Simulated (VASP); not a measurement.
Write the native input for VASP 6.6.1 that does the following.

- Task: single point
- Functional: PBEsol
- Potentials or basis: VASP PAW PBE potentials, release 64 (Ti_sv, Al)
- Cutoff: 520 eV
- k mesh: 8 × 8 × 8
- Occupations: fermi-dirac, width 0.05 eV
- Spin: no spin polarisation
- Dipole correction: no
- Further INCAR settings: ALGO = Normal; EDIFF = 1e-06; NBANDS = 14

The structure of TiAl lies in POSCAR:

```
TiAl
1.0
    3.1398902623      0.0000000000      0.0000000000
    0.0000000000      3.1398902623      0.0000000000
    0.0000000000      0.0000000000      3.1398902623
Ti Al
1 1
Direct
    0.0000000000      0.0000000000      0.0000000000
    0.5000000000      0.5000000000      0.5000000000
```

One way to write it, as run:

INCAR

```
SYSTEM = TiAl
PREC = Accurate ; ENCUT = 520
EDIFF = 1E-6 ; ISMEAR = -1
SIGMA = 0.05 ; LREAL = .False.
LASPH = .True. ; NELM = 80
ALGO = Normal ; ISIF = 2
LWAVE = .False. ; LCHARG = .True.
GGA = PS ; LELF = .True.
LVHAR = .True. ; NBANDS = 14
```

KPOINTS

```
Automatic mesh
0
Gamma
  8 8 8
  0 0 0
```

Potentials or basis: VASP PAW PBE potentials, release 64 (Ti_sv, Al).

The run is started by

```console
$ cat potpaw_PBE.64/Ti_sv/POTCAR potpaw_PBE.64/Al/POTCAR > POTCAR
$ mpirun -np 1 vasp_std > vasp.out
```

Results of the run:

| Item | Value |
| --- | --- |
| Pressure | 2.0 GPa |

Caveat: the PAW data sets were made with another functional, which shifts forces and pressure a little.

Wall time 7.4 s on 1 thread of Intel Xeon 6975P-C, with other jobs on the host, peak memory 0.14 GiB.
